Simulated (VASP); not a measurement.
A run of VASP 6.6.1 is set up as follows.

File INCAR:

```
SYSTEM = Bi
  PREC = Accurate
  ENCUT = 600
  EDIFF = 1E-7
  ISMEAR = 0
  SIGMA = 0.1
  LREAL = .FALSE.
  LASPH = .TRUE.
  NELM = 100
  ALGO = Fast
  ISIF = 3
  LWAVE = .FALSE.
  LCHARG = .FALSE.
  GGA = PE
  IBRION = 2
  NSW = 100
  EDIFFG = -0.01
```

Contents of KPOINTS:

```
Automatic mesh
0
G
  20 20 20
  0 0 0
```

POSCAR

```
Bi
1.0
   -2.1109926721      2.1109926721      1.7655721982
    2.1109926721     -2.1109926721      1.7655721982
    2.1109926721      2.1109926721     -1.7655721982
Bi
1
Direct
    0.5000000000      0.5000000000      0.0000000000
```

Potentials or basis: VASP PAW PBE potentials, release 64 (Bi_d).

Run with:

```console
$ cat potpaw_PBE.64/Bi_d/POTCAR > POTCAR
$ mpirun -np 1 vasp_std > vasp.out
```

Question: What does it give for the relaxed cell?

Answer: a = 3.485 Å, b = 3.485 Å, c = 3.485 Å, α = 105.05°, β = 105.05°, γ = 118.73°.

Question: Predict the relaxed volume.

Answer: 31.93 Å³/atom.

Step by step:
```
step  energy change (eV)  largest force (eV/Å)  pressure (GPa)  volume (Å³)
   1              0.0000                0.0000            0.79        31.47
   2             -0.0008                0.0000           -0.42        32.18
   3             -0.0011                0.0000            0.00        31.93
```
